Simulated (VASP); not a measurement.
# As (Cmce) in VASP: notebook, part 2 of 2

VASP 6.6.1. The steps go on from the part before.

### Step 3. Single point, LDA

This run uses another cell than the first one, of 21.09 Å³/atom, 0.940 times its volume.

File INCAR:

```
SYSTEM = As
ALGO = Normal
EDIFF = 1E-6
ENCUT = 520
ISIF = 2
ISMEAR = -1
LASPH = .TRUE.
LCHARG = .FALSE.
LREAL = .FALSE.
LWAVE = .FALSE.
NBANDS = 18
NELM = 100
PREC = Accurate
SIGMA = 0.05
```

File KPOINTS:

```
k-points
0
G
  8 8 6
  0 0 0
```

File POSCAR:

```
As
1.0
    1.7877446484     -5.3877235979      0.0000000000
    1.7877446484      5.3877235979      0.0000000000
    0.0000000000      0.0000000000      4.3787499060
As
4
Direct
    0.3900000000      0.6100000000      0.5600000000
    0.8900000000      0.1100000000      0.9400000000
    0.6100000000      0.3900000000      0.4400000000
    0.1100000000      0.8900000000      0.0600000000
```

Potentials or basis: VASP PAW LDA potentials, release 64 (As).

The run is started by

```console
> cat potpaw_LDA.64/As/POTCAR > POTCAR
> mpirun -np 1 vasp_std > vasp.out
```

Wall time 2 min (1 thread of Intel Xeon Platinum 8375C at 2.90GHz (Ice Lake), shared host); peak memory 0.25 GiB.

It converged, with:

```
Free energy            : -21.2969 eV
Pressure               : 3.4 GPa
Largest force          : 0.493 eV/Å
Band gap on the k mesh : zero (band 10 reaches 5.49 eV, above the bottom of band 11 at 5.39 eV)
```

Forces on the atoms (eV/Å):
```
As   0.000  0.446 -0.209
As   0.000  0.446  0.209
As   0.000 -0.446  0.209
As   0.000 -0.446 -0.209
```

Stress tensor (GPa, compression positive):
```
4.52 0.00 0.00
0.00 3.55 0.00
0.00 0.00 2.07
```

Levels at points of the mesh, in eV from the Fermi level:
| k point | band 8 | band 9 | band 10 | band 11 | band 12 | band 13 |
| --- | --- | --- | --- | --- | --- | --- |
| (0.00, 0.00, 0.00) | -2.40 | -1.96 | -1.11 | 1.95 | 1.97 | 2.53 |
| (0.50, 0.00, 0.00) | -2.61 | -2.49 | -2.49 | 0.78 | 0.78 | 1.02 |
| (0.50, 0.50, 0.00) | -1.77 | -1.30 | -0.45 | 0.24 | 1.83 | 2.51 |
| (0.00, 0.00, 0.50) | -2.08 | -0.58 | -0.58 | 1.15 | 1.15 | 2.11 |
| (0.50, 0.00, 0.50) | -4.96 | -1.90 | -1.90 | 1.95 | 1.95 | 4.86 |
| (0.50, 0.50, 0.50) | -1.91 | -1.13 | -1.13 | 1.45 | 1.45 | 2.00 |

### Step 4. Single point, LDA

This run uses another cell than the first one, of 21.54 Å³/atom, 0.960 times its volume.

File INCAR:

```
SYSTEM = As
ALGO = Normal
EDIFF = 1E-7
ENCUT = 520
ISIF = 2
ISMEAR = -1
LASPH = .True.
LCHARG = .True.
LELF = .True.
LREAL = .False.
LVHAR = .True.
LWAVE = .False.
NBANDS = 18
NELM = 80
PREC = Accurate
SIGMA = 0.05
```

File KPOINTS:

```
k-points
0
Gamma
  8 8 6
  0 0 0
```

File POSCAR:

```
As
1.0
    1.8003348143     -5.4256665635      0.0000000000
    1.8003348143      5.4256665635      0.0000000000
    0.0000000000      0.0000000000      4.4095871889
As
4
Direct
    0.3900000000      0.6100000000      0.5600000000
    0.8900000000      0.1100000000      0.9400000000
    0.6100000000      0.3900000000      0.4400000000
    0.1100000000      0.8900000000      0.0600000000
```

The run is started by

```console
> cat potpaw_LDA.64/As/POTCAR > POTCAR
> mpirun -np 1 vasp_std > vasp.out
```

Wall time 2.8 min (1 thread of Intel Xeon Platinum 8375C at 2.90GHz (Ice Lake), shared host); peak memory 0.27 GiB.

Results (log left out):

```
Free energy            : -21.3245 eV
Pressure               : 1.6 GPa
Largest force          : 0.309 eV/Å
Band gap on the k mesh : zero (band 10 reaches 5.24 eV, above the bottom of band 11 at 5.18 eV)
```

Forces on the atoms (eV/Å):
```
As   0.000  0.297 -0.085
As   0.000  0.297  0.085
As   0.000 -0.297  0.085
As   0.000 -0.297 -0.085
```

Stress tensor (GPa, compression positive):
```
2.60 0.00 0.00
0.00 1.74 0.00
0.00 0.00 0.40
```

Levels at points of the mesh, in eV from the Fermi level:
| k point | band 8 | band 9 | band 10 | band 11 | band 12 | band 13 |
| --- | --- | --- | --- | --- | --- | --- |
| (0.00, 0.00, 0.00) | -2.34 | -1.92 | -1.08 | 1.96 | 1.99 | 2.52 |
| (0.50, 0.00, 0.00) | -2.56 | -2.44 | -2.44 | 0.80 | 0.80 | 1.02 |
| (0.50, 0.50, 0.00) | -1.72 | -1.27 | -0.42 | 0.21 | 1.88 | 2.46 |
| (0.00, 0.00, 0.50) | -2.03 | -0.59 | -0.59 | 1.11 | 1.11 | 2.10 |
| (0.50, 0.00, 0.50) | -4.84 | -1.86 | -1.86 | 1.96 | 1.96 | 4.77 |
| (0.50, 0.50, 0.50) | -1.89 | -1.12 | -1.12 | 1.46 | 1.46 | 1.91 |

### Step 5. Single point, LDA

This run uses another cell than the first one, of 21.99 Å³/atom, 0.980 times its volume.

File INCAR:

```
ALGO = Normal
EDIFF = 1E-6
ENCUT = 520
GGA = CA
ISIF = 2
ISMEAR = -1
LASPH = T
LCHARG = F
LREAL = F
LWAVE = F
NBANDS = 18
NELM = 60
PREC = Accurate
SIGMA = 0.05
```

File KPOINTS:

```
k-points
0
Gamma
  8 8 6
```

File POSCAR:

```
As
1.0
    1.8127513088     -5.4630861361      0.0000000000
    1.8127513088      5.4630861361      0.0000000000
    0.0000000000      0.0000000000      4.4399990961
As
4
Direct
    0.3900000000      0.6100000000      0.5600000000
    0.8900000000      0.1100000000      0.9400000000
    0.6100000000      0.3900000000      0.4400000000
    0.1100000000      0.8900000000      0.0600000000
```

The run is started by

```console
> cat potpaw_LDA.64/As/POTCAR > POTCAR
> mpirun -np 1 vasp_std > vasp.out
```

It took 2.4 min on 1 thread of Intel Xeon Platinum 8375C at 2.90GHz (Ice Lake), shared host; peak memory 0.27 GiB.

It converged, with:

* Free energy: -21.3331 eV
* Pressure: 0.0 GPa
* Largest force: 0.162 eV/Å
* Band gap on the k mesh: zero (band 10 reaches 5.00 eV, above the bottom of band 11 at 4.97 eV)

Forces on the atoms (eV/Å):
```
As   0.000  0.159  0.031
As   0.000  0.159 -0.031
As   0.000 -0.159 -0.031
As   0.000 -0.159  0.031
```

Stress tensor (GPa, compression positive):
```
 0.87  0.00  0.00
 0.00  0.14  0.00
 0.00  0.00 -1.08
```

Levels at points of the mesh, in eV from the Fermi level:
| k point | band 8 | band 9 | band 10 | band 11 | band 12 | band 13 |
| --- | --- | --- | --- | --- | --- | --- |
| (0.00, 0.00, 0.00) | -2.28 | -1.88 | -1.05 | 1.96 | 2.01 | 2.52 |
| (0.50, 0.00, 0.00) | -2.52 | -2.38 | -2.38 | 0.82 | 0.82 | 1.02 |
| (0.50, 0.50, 0.00) | -1.68 | -1.25 | -0.39 | 0.18 | 1.93 | 2.41 |
| (0.00, 0.00, 0.50) | -1.99 | -0.59 | -0.59 | 1.06 | 1.06 | 2.09 |
| (0.50, 0.00, 0.50) | -4.72 | -1.83 | -1.83 | 1.97 | 1.97 | 4.68 |
| (0.50, 0.50, 0.50) | -1.88 | -1.11 | -1.11 | 1.46 | 1.46 | 1.83 |

### Step 6. Single point, r2SCAN

This run uses another cell than the first one, of 21.54 Å³/atom, 0.960 times its volume.

File POSCAR:

```
As
1.0
    1.8003348143     -5.4256665635      0.0000000000
    1.8003348143      5.4256665635      0.0000000000
    0.0000000000      0.0000000000      4.4095871889
As
4
Direct
    0.3900000000      0.6100000000      0.5600000000
    0.8900000000      0.1100000000      0.9400000000
    0.6100000000      0.3900000000      0.4400000000
    0.1100000000      0.8900000000      0.0600000000
```

File INCAR.step1:

```
ALGO = Normal ; EDIFF = 1E-4
ENCUT = 520 ; GGA = PE
ISMEAR = -1 ; LASPH = T
LCHARG = F ; LREAL = F
LWAVE = T ; NBANDS = 18
NELM = 60 ; PREC = Accurate
SIGMA = 0.05
```

File INCAR.step2:

```
ALGO = Normal ; EDIFF = 1E-7
ENCUT = 520 ; ISIF = 2
ISMEAR = -1 ; ISTART = 1
LASPH = T ; LCHARG = F
LMIXTAU = T ; LREAL = F
LWAVE = F ; METAGGA = R2SCAN
NBANDS = 18 ; NELM = 60
PREC = Accurate ; SIGMA = 0.05
```

KPOINTS is that of step 5.

Potentials or basis: VASP PAW PBE potentials, release 64 (As).

The run is started by

```console
> cat potpaw_PBE.64/As/POTCAR > POTCAR
> cp INCAR.step1 INCAR
> mpirun -np 1 vasp_std > vasp.out
> cp INCAR.step2 INCAR
> mpirun -np 1 vasp_std > vasp.out
```

Wall time 5.2 min (1 thread of Intel Xeon 6975P-C (Granite Rapids), shared host); peak memory 0.34 GiB.

The run converged. Its results:

```
Free energy            : -58.6789 eV
Pressure               : 4.9 GPa
Largest force          : 0.178 eV/Å
Band gap on the k mesh : 0.18 eV, indirect (least direct gap 0.25 eV)
```

Forces on the atoms (eV/Å):
```
As   0.000  0.134  0.117
As   0.000  0.134 -0.117
As   0.000 -0.134 -0.117
As   0.000 -0.134  0.117
```

Stress tensor (GPa, compression positive):
```
5.98 0.00 0.00
0.00 4.51 0.00
0.00 0.00 4.14
```

Levels at points of the mesh, in eV from the valence-band top:
```tsv
k point	band 7	band 8	band 9	band 10	band 11	band 12	band 13	band 14
(0.00, 0.00, 0.00)	-3.35	-2.44	-2.06	-1.16	2.14	2.33	2.77	3.69
(0.50, 0.00, 0.00)	-2.73	-2.73	-2.51	-2.51	1.05	1.05	1.31	1.31
(0.50, 0.50, 0.00)	-3.73	-1.83	-1.42	-0.21	0.20	2.16	2.79	3.29
(0.00, 0.00, 0.50)	-2.21	-2.21	-0.56	-0.56	1.36	1.36	2.27	2.27
(0.50, 0.00, 0.50)	-5.04	-5.04	-2.00	-2.00	2.28	2.28	5.08	5.08
(0.50, 0.50, 0.50)	-2.03	-2.03	-1.06	-1.06	1.69	1.69	2.24	2.24
```

Caveat: the PAW data sets were made with another functional, which shifts forces and pressure a little. A k mesh can miss the band edges.

### Step 7. Overview

| level | potentials or basis | cell | k mesh | smearing | gap on the mesh (eV) | pressure (GPa) | largest force (eV/Å) |
| --- | --- | --- | --- | --- | --- | --- | --- |
| PBE | VASP PAW PBE potentials, release 64 (As) | a = 5.795, b = 5.795, c = 4.470 Å, angles 90.0, 90.0, 143.3°, 4 atoms | 5 × 5 × 4 | fermi-dirac 0.03 eV | 0.01 | 3.3 | 0.13 |
| LDA | VASP PAW LDA potentials, release 64 (As) | a = 5.677, b = 5.677, c = 4.379 Å, angles 90.0, 90.0, 143.3°, 4 atoms | 8 × 8 × 6 | fermi-dirac 0.05 eV | none | 3.4 | 0.49 |
| LDA | VASP PAW LDA potentials, release 64 (As) | a = 5.717, b = 5.717, c = 4.410 Å, angles 90.0, 90.0, 143.3°, 4 atoms | 8 × 8 × 6 | fermi-dirac 0.05 eV | none | 1.6 | 0.31 |
| LDA | VASP PAW LDA potentials, release 64 (As) | a = 5.756, b = 5.756, c = 4.440 Å, angles 90.0, 90.0, 143.3°, 4 atoms | 8 × 8 × 6 | fermi-dirac 0.05 eV | none | 0.0 | 0.16 |
| r2SCAN | VASP PAW PBE potentials, release 64 (As) | a = 5.717, b = 5.717, c = 4.410 Å, angles 90.0, 90.0, 143.3°, 4 atoms | 8 × 8 × 6 | fermi-dirac 0.05 eV | 0.18 | 4.9 | 0.18 |

Alike in all rows: task single point; no spin polarisation; cutoff (eV) 520.

Caveats: the PAW data sets were made with another functional, which shifts forces and pressure a little (some runs).

Total energies depend on the potentials used, so only differences within one code and one set of settings carry meaning.
